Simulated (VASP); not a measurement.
# Rh (Fm-3m) in VASP: single point with LDA

Aim: the single point of Rh with LDA.

Program: VASP 6.6.1. These are calculated values, not measurements. Logs are shortened: lines on timing, memory, paths and dates and some standing lists are left out, and cuts for length are marked.

## Step 1: The cell of the first run

It takes space group Fm-3m (No. 225, cubic). Conventional cell: a = 3.753 Å, b = 3.753 Å, c = 3.753 Å, α = 90.00°, β = 90.00°, γ = 90.00°. Rh (site symmetry m-3m) has 12 Rh at 2.65 Å within 3.5 Å.

## Step 2: Single point, LDA

The input, INCAR:

```
SYSTEM = Rh
  ALGO = Normal
  EDIFF = 1E-6
  ENCUT = 620
  GGA = CA
  GGA_COMPAT = .False.
  ISIF = 2
  ISMEAR = 0
  LASPH = .True.
  LCHARG = .False.
  LREAL = .False.
  LWAVE = .False.
  NBANDS = 14
  NELM = 120
  PREC = Accurate
  SIGMA = 0.05
```

The input, KPOINTS:

```
k-points
0
Gamma
  12 12 12
  0 0 0
```

The input, POSCAR:

```
Rh
1.0
    0.0000000000      1.8764733564      1.8764733564
    1.8764733564      0.0000000000      1.8764733564
    1.8764733564      1.8764733564      0.0000000000
Rh
1
Direct
    0.0000000000      0.0000000000      0.0000000000
```

Potentials or basis: VASP PAW LDA potentials, release 64 (Rh_sv_GW).

Command:

```
cat potpaw_LDA.64/Rh_sv_GW/POTCAR > POTCAR
mpirun -np 1 vasp_std > vasp.out
```

OUTCAR:

```text
SYSTEM = Rh
   EDIFF = 1E-6
   ENCUT = 620
   GGA = CA
   ISIF = 2
   ISMEAR = 0
   LASPH = .True.
   LREAL = .False.
   NELM = 120
   PREC = Accurate

 ion  position               nearest neighbor table
   1  0.000  0.000  0.000-

  LATTYP: Found a face centered cubic cell.
 ALAT       =     3.7529467128

  Lattice vectors:

 A1 = (   0.0000000000,   1.8764733564,   1.8764733564)
 A2 = (   1.8764733564,   0.0000000000,   1.8764733564)
 A3 = (   1.8764733564,   1.8764733564,   0.0000000000)

Analysis of symmetry for initial positions (statically):
=====================================================================
 Subroutine PRICEL returns:
 Original cell was already a primitive cell.

 Routine SETGRP: Setting up the symmetry group for a
 face centered cubic supercell.

 Subroutine GETGRP returns: Found 48 space group operations
 (whereof 48 operations were pure point group operations)
 out of a pool of 48 trial point group operations.

The static configuration has the point symmetry O_h .

Analysis of symmetry for dynamics (positions and initial velocities):
=====================================================================
 Subroutine PRICEL returns:
 Original cell was already a primitive cell.

 Routine SETGRP: Setting up the symmetry group for a
 face centered cubic supercell.

 Subroutine GETGRP returns: Found 48 space group operations
 (whereof 48 operations were pure point group operations)
 out of a pool of 48 trial point group operations.

The dynamic configuration has the point symmetry O_h .

 Subroutine INISYM returns: Found 48 space group operations
 (whereof 48 operations are pure point group operations),
 and found     1 'primitive' translations

----------------------------------------------------------------------------------------

                                     Primitive cell

  volume of cell :      13.2147

  direct lattice vectors                    reciprocal lattice vectors
     0.000000000  1.876473356  1.876473356    -0.266457287  0.266457287  0.266457287
     1.876473356  0.000000000  1.876473356     0.266457287 -0.266457287  0.266457287
     1.876473356  1.876473356  0.000000000     0.266457287  0.266457287 -0.266457287

  length of vectors
     2.653734070  2.653734070  2.653734070     0.461517559  0.461517559  0.461517559

  position of ions in fractional coordinates (direct lattice)
     0.000000000  0.000000000  0.000000000

  ion indices of the primitive-cell ions
   primitive index   ion index
                 1           1

----------------------------------------------------------------------------------------

 KPOINTS: k-points

Automatic generation of k-mesh.
 Grid dimensions read from file:
 generate k-points for:   12   12   12

 Generating k-lattice:

  Cartesian coordinates                     Fractional coordinates (reciprocal lattice)
    -0.022204774  0.022204774  0.022204774     0.083333333  0.000000000  0.000000000
     0.022204774 -0.022204774  0.022204774     0.000000000  0.083333333  0.000000000
     0.022204774  0.022204774 -0.022204774     0.000000000  0.000000000  0.083333333

  Length of vectors
     0.038459797  0.038459797  0.038459797

  Shift w.r.t. Gamma in fractional coordinates (k-lattice)
     0.000000000  0.000000000  0.000000000

 Subroutine IBZKPT returns following result:
 ===========================================

 Found     72 irreducible k-points:

 Following reciprocal coordinates:
            Coordinates               Weight
  0.000000  0.000000  0.000000      1.000000
  0.083333  0.000000  0.000000      8.000000
  0.166667  0.000000  0.000000      8.000000
  0.250000  0.000000  0.000000      8.000000
  0.333333  0.000000  0.000000      8.000000
  0.416667  0.000000  0.000000      8.000000
[... 16 lines left out ...]
  0.500000  0.166667  0.000000     24.000000
 -0.416667  0.166667  0.000000     24.000000
 [... further k-points ...]
   k-points           NKPTS =     72   k-points in BZ     NKDIM =     72   number of bands    NBANDS=     14
   number of dos      NEDOS =    301   number of ions     NIONS =      1
   total plane-waves  NPLWV =  13824
   dimension x,y,z NGX =    24 NGY =   24 NGZ =   24
   dimension x,y,z NGXF=    48 NGYF=   48 NGZF=   48
   ions per type =               1
   NGX,Y,Z   is equivalent  to a cutoff of  15.04, 15.04, 15.04 a.u.
   NGXF,Y,Z  is equivalent  to a cutoff of  30.07, 30.07, 30.07 a.u.
 SYSTEM =  Rh
   PREC   = accura    normal or accurate (medium, high low for compatibility)
   ISTART =      0    job   : 0-new  1-cont  2-samecut
   ICHARG =      2    charge: 1-file 2-atom 10-const
   ISPIN  =      1    spin polarized calculation?
   LNONCOLLINEAR =      F non collinear calculations
   LSORBIT =      F    spin-orbit coupling
   LASPH  =      T    aspherical Exc in radial PAW
   ENCUT  =  620.0 eV  45.57 Ry    6.75 a.u.   5.39  5.39  5.39*2*pi/ulx,y,z
   NELM   =    120;   NELMIN=  2; NELMDL= -5     # of ELM steps
   EDIFF  = 0.1E-05   stopping-criterion for ELM
   LREAL  =      F    real-space projection
   EDIFFG = 0.1E-04   stopping-criterion for IOM
   NSW    =      0    number of steps for IOM
   IBRION =     -1    ionic relax: 0-MD 1-quasi-New 2-CG
   NFREE  =      0    steps in history (QN), initial steepest desc. (CG)
   ISIF   =      2    stress and relaxation
   ISYM   =      2    0-nonsym 1-usesym 2-fastsym
   POTIM  = 0.5000    time-step for ionic-motion
   TEBEG  =    0.0;   TEEND  =   0.0 temperature during run
   PSTRESS=    0.0 pullay stress
   NELECT =      17.0000    total number of electrons
   NUPDOWN=      -1.0000    fix difference up-down
   EMIN   =  10.00;   EMAX   =-10.00  energy-range for DOS
   EFERMI =   0.00;   METHOD = LEGACY
   ISMEAR =     0;   SIGMA  =   0.05  broadening in eV -4-tet -1-fermi 0-gaus
   EFERMI_NEDOS =   21; number of points for ismear=-14 and -15
   IALGO  =     38    algorithm
   IMIX   =      4    mixing-type and parameters
     AMIX     =   0.40;   BMIX     =  1.00
     AMIX_MAG =   1.60;   BMIX_MAG =  1.00
  volume/ion in A,a.u.               =      13.21        89.18
  Fermi-wavevector in a.u.,A,eV,Ry     =   1.780487  3.364632 43.132277  3.170133
  Thomas-Fermi vector in A             =   2.845269
   LORBIT       =      0    0 simple, 1 ext, 2 COOP (PROOUT), +10 PAW based schemes
   GGA     = CA    functional components
   LHFCALC =     F    Hartree Fock is set to
   AEXX    =    0.0000 exact exchange contribution
   IVDW    =     0    specifies the selected vdW correction
   LEPSILON=     F    determine dielectric tensor
   LRPA    =     F    only Hartree local field effects (RPA)
 non-spin polarized calculation
 Gauss-broadening in eV      SIGMA  =   0.05
  energy-cutoff  :      620.00
  volume of cell :       13.21
 maximum number of plane-waves:       487
 NGX is ok and might be reduce to    24
   NGX = 11   NGY = 11   NGZ = 11

 number of electron      17.0000003 magnetization

 Free energy of the ion-electron system (eV)
  ---------------------------------------------------
  ext. energy  EPLUGINS =         0.00000000
  ---------------------------------------------------
  free energy    TOTEN  =        -7.83252744 eV

  energy without entropy =       -7.83087468  energy(sigma->0) =       -7.83170106

 E-fermi :  11.3363     XC(G=0): -14.6814

 val. band max:       11.2110084097   @ k =   0.3333   0.0833   0.0000
 cond. band min:      11.3440913871   @ k =   0.5000   0.4167   0.0000
 fundamental gap:      0.1330829774
 Fermi energy:        11.3363181074

 k-point     1 :       0.0000    0.0000    0.0000
  band No.  band energies     occupation
      1     -67.3098      2.00000
      2     -34.9466      2.00000
      3     -34.9466      2.00000
      4     -34.9466      2.00000
      5       2.9733      2.00000
      6       7.9720      2.00000
      7       7.9720      2.00000
      8       7.9720      2.00000
      9      10.2308      2.00000
     10      10.2308      2.00000
     11      26.9987      0.00000
     12      32.5011      0.00000
     13      32.5011      0.00000
     14      32.5011      0.00000

 k-point     2 :       0.0833    0.0000    0.0000
  band No.  band energies     occupation
      1     -67.3007      2.00000
      2     -35.0061      2.00000
      3     -34.9546      2.00000
      4     -34.9546      2.00000
      5       3.2605      2.00000
      6       7.8445      2.00000
      7       8.0846      2.00000
      8       8.0846      2.00000
      9      10.1681      2.00000
     10      10.1681      2.00000
     11      27.4248      0.00000
     12      31.2256      0.00000
     13      32.9349      0.00000
     14      32.9349      0.00000

 k-point     3 :       0.1667    0.0000    0.0000
  band No.  band energies     occupation
      1     -67.2757      2.00000
      2     -35.1665      2.00000
      3     -34.9763      2.00000
      4     -34.9763      2.00000
      5       4.0183      2.00000
      6       7.6217      2.00000
      7       8.3138      2.00000
      8       8.3138      2.00000
      9      10.1121      2.00000
     10      10.1121      2.00000
     11      28.3837      0.00000
     12      28.9454      0.00000
     13      34.1511      0.00000
     14      34.1511      0.00000
[... 324 lines left out ...]
 k-point    23 :       0.5000    0.1667    0.0000
  band No.  band energies     occupation
      1     -67.1608      2.00000
      2     -35.7161      2.00000
      3     -35.1918      2.00000
      4     -35.1134      2.00000
      5       5.4718      2.00000
      6       7.2585      2.00000
      7       8.7111      2.00000
      8       8.8175      2.00000
      9      11.9626      0.00000
     10      14.9516      0.00000
     11      20.7418      0.00000
     12      27.6785      0.00000
     13      30.8748      0.00000
     14      31.2322      0.00000

 k-point    24 :      -0.4167    0.1667    0.0000
  band No.  band energies     occupation
      1     -67.1585      2.00000
      2     -35.7237      2.00000
      3     -35.2201      2.00000
      4     -35.0957      2.00000
      5       5.5439      2.00000
      6       7.2714      2.00000
      7       8.6146      2.00000
      8       9.0757      2.00000
      9      11.5599      0.00000
     10      15.5446      0.00000
     11      20.3448      0.00000
     12      27.3960      0.00000
     13      30.2405      0.00000
     14      31.9916      0.00000

 [... further k-points ...]

------------------------ aborting loop because EDIFF is reached ----------------------------------------

  FORCE on cell =-STRESS in cart. coord.  units (eV):
  Direction    XX          YY          ZZ          XY          YZ          ZX
  --------------------------------------------------------------------------------------
  -------------------------------------------------------------------------------------
  Total        0.0376651      0.0376651      0.0376651      0.0000000      0.0000000      0.0000000
  in kB        4.5665931      4.5665931      4.5665931      0.0000000      0.0000000      0.0000000
  external PRESSURE =       4.5665931 kB  Pullay stress =       0.0000000 kB

 VOLUME and BASIS-vectors are now :
 -----------------------------------------------------------------------------
  energy-cutoff  :      620.00
  volume of cell :       13.21
      direct lattice vectors                 reciprocal lattice vectors
     0.000000000  1.876473356  1.876473356    -0.266457287  0.266457287  0.266457287
     1.876473356  0.000000000  1.876473356     0.266457287 -0.266457287  0.266457287
     1.876473356  1.876473356  0.000000000     0.266457287  0.266457287 -0.266457287

 POSITION                                       TOTAL-FORCE (eV/Angst)
 -----------------------------------------------------------------------------------
      0.00000      0.00000      0.00000         0.000000     -0.000000     -0.000000
 -----------------------------------------------------------------------------------
    total drift:                               -0.000000      0.000000     -0.000000

  FREE ENERGIE OF THE ION-ELECTRON SYSTEM (eV)
  ---------------------------------------------------
  free  energy   TOTEN  =        -7.8325274356 eV

  energy  without entropy=       -7.8308746822  energy(sigma->0) =       -7.83170106
```

It took 8.3 s on 1 thread of Intel Xeon 6975P-C (Granite Rapids), shared host; peak memory 0.15 GiB.

What came out:

```yaml
Free_energy: -7.8325 eV
Pressure: 0.5 GPa
Band_gap_on_the_k_mesh: zero (an odd number of electrons rules out a gap without spin polarisation)
```

The gap in the log of VASP goes by the Fermi energy; the results here count the filled bands.